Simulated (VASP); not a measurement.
## AlNi: single point with PBEsol

Crystal: AlNi.

```
Al Ni
1.0
     2.02120   -2.02115    0.00000
     2.02120    2.02115    0.00000
     0.00000    0.00000    2.86887
Al Ni
1 1
Cartesian
  0.0000 0.0000 -0.0380
  2.0212 0.0000 1.4519
```

This cell differs from its parent crystal: atoms displaced along a vibrational mode.

* Program: VASP 6.6.1
* Task: single point
* Functional: PBEsol
* Potentials or basis: VASP PAW PBE potentials, release 64 (Al, Ni)
* Cutoff: 520 eV
* k mesh: 16 × 16 × 16
* Occupations: gaussian, width 0.15 eV
* Spin: no spin polarisation
* Dipole correction: no
* Further INCAR settings: ALGO = Fast; EDIFF = 1e-06; NBANDS = 14

```json
{
 "Pressure": "0.4 GPa",
 "Largest force": "0.348 eV/Å",
 "Band gap on the k mesh": "zero (an odd number of electrons rules out a gap without spin polarisation)"
}
```

Forces in eV/Å, atoms in the order of the input:
```
Al   0.000  0.000  0.348
Ni   0.000  0.000 -0.348
```

Stress tensor (GPa, compression positive):
```
0.54 0.00 0.00
0.00 0.55 0.00
0.00 0.00 0.05
```

Levels at points of the mesh, in eV from the Fermi level:
| k point | band 5 | band 6 | band 7 | band 8 | band 9 | band 10 |
| --- | --- | --- | --- | --- | --- | --- |
| (0.00, 0.00, 0.00) | -1.59 | -1.58 | 5.49 | 5.62 | 5.63 | 8.20 |
| (0.50, 0.00, 0.00) | -2.31 | -1.50 | -0.65 | 8.32 | 10.02 | 10.14 |
| (0.50, 0.50, 0.00) | -2.14 | -2.14 | -1.04 | 1.51 | 2.61 | 12.46 |
| (0.00, 0.00, 0.50) | -2.30 | -1.49 | -0.68 | 8.33 | 10.11 | 10.11 |
| (0.50, 0.00, 0.50) | -2.14 | -2.13 | -1.05 | 1.48 | 2.58 | 12.54 |
| (0.50, 0.50, 0.50) | -1.01 | 1.96 | 1.96 | 1.96 | 3.86 | 4.56 |

It took 89 s on 1 thread of Intel(R) Xeon(R) Platinum 8559C (Emerald Rapids), with other jobs on the host, peak memory 0.33 GiB.

Caveat: the cell differs from its parent crystal (atoms displaced along a vibrational mode); the PAW data sets were made with another functional, which shifts forces and pressure a little. Spin polarisation is off, so any magnetic state and its effect on volume and gap are missing.
